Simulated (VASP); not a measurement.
The system is PbS.

```
Pb S
1.0
     2.09848    1.21156    3.42875
    -2.09848    1.21156    3.42875
     0.00000   -2.42312    3.42875
Pb S
1 1
Cartesian
  0.0000 0.0000 10.0863
  0.0000 0.0000 4.8863
```

Base run:

| Quantity | Value |
| --- | --- |
| Program | VASP 6.6.1 |
| Functional | PBEsol |
| Potentials or basis | VASP PAW PBE potentials, release 64 (Pb_d, S) |
| Cutoff | 520 eV |
| k mesh | 8 × 8 × 8 |
| Occupations | fermi-dirac, width 0.05 eV |
| Spin | no spin polarisation |

Its results: band gap on the k mesh 0.29 eV; pressure -1.0 GPa; largest force 0.018 eV/Å.

Problem. The run is repeated on the same cell with these changes: functional from PBEsol to LDA; potentials or basis from VASP PAW PBE potentials, release 64 (Pb_d, S) to VASP PAW LDA potentials, release 64 (Pb_d, S). What comes out?

Solution. Band gap on the k mesh 0.24 eV; pressure -2.7 GPa; largest force 0.007 eV/Å.

Caveats: spin-orbit coupling is left out, which moves the levels of the heavy elements; the PAW data sets were made with another functional, which shifts forces and pressure a little (at least some runs).

A k mesh can miss the band edges.
